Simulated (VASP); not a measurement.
BP, 2 atoms in the cell. Symmetry: F-43m, No. 216, cubic system. Conventional cell: a = 4.538 Å, b = 4.538 Å, c = 4.538 Å, α = 90.00°, β = 90.00°, γ = 90.00°. Within 2.6 Å of B (site symmetry -43m) lie 4 P at 1.97 Å. P (site symmetry -43m) has 4 B at 1.97 Å within 2.6 Å. 

| Quantity | Value |
| --- | --- |
| Program | VASP 6.6.1 |
| Task | single point |
| Functional | BLYP |
| Potentials or basis | VASP PAW PBE potentials, release 64 (B, P) |
| Cutoff | 520 eV |
| k mesh | 8 × 8 × 8 |
| Occupations | gaussian, width 0.05 eV |
| Spin | no spin polarisation |
| Dipole correction | no |
| Further INCAR settings | ALGO = Normal; EDIFF = 1e-07; NBANDS = 11 |

Potentials or basis: VASP PAW PBE potentials, release 64 (B, P).

Command:

```console
$ cat potpaw_PBE.64/B/POTCAR potpaw_PBE.64/P/POTCAR > POTCAR
$ mpirun -np 1 vasp_std > vasp.out
```

Hardware: 1 thread of Intel Xeon 6975P-C, with other jobs on the host.

Problem. How long does it take, and how much memory?

Solution. Wall time 8.7 s on 1 thread of Intel Xeon 6975P-C, on a shared host, peak memory 0.13 GiB. Counts: scf iterations 13, k points 29.
